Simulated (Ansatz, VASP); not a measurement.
# In2B in VASP and in Ansatz

```
In B
1.0
    -1.58753    1.58753    5.87010
     1.58753   -1.58753    5.87010
     1.58753    1.58753   -5.87010
In B
2 1
Direct
  0.63430 0.63430 0.00000
  0.36570 0.36570 0.00000
  0.00000 0.00000 0.00000
```

Alike in both runs: functional PBE; k mesh 20 × 20 × 20; occupations gaussian, width 0.1 eV; no spin polarisation.

Ansatz relaxed the structure, and its values are those at the end. VASP's run is a single point on that final structure, the one shown.

|  | VASP | Ansatz |
| --- | --- | --- |
| version | VASP 6.6.1 | Ansatz 0.2.0 |
| potentials or method | VASP PAW PBE potentials, release 64 (In_d, B), cutoff 520 eV | scalar-relativistic, plane waves, PAW |
| valence electrons in the cell | 29 | 29 |

|  | VASP | Ansatz | Ansatz less VASP |
| --- | --- | --- | --- |
| gap on the k mesh at the Fermi level (eV) | none | none | - |
| pressure (GPa) | 0.0 | 0.0 | 0.00 |

A gap of «none» marks a metal or a gap that the smearing closes. With one functional, cell and mesh, what is left measures potentials, basis and numerics.
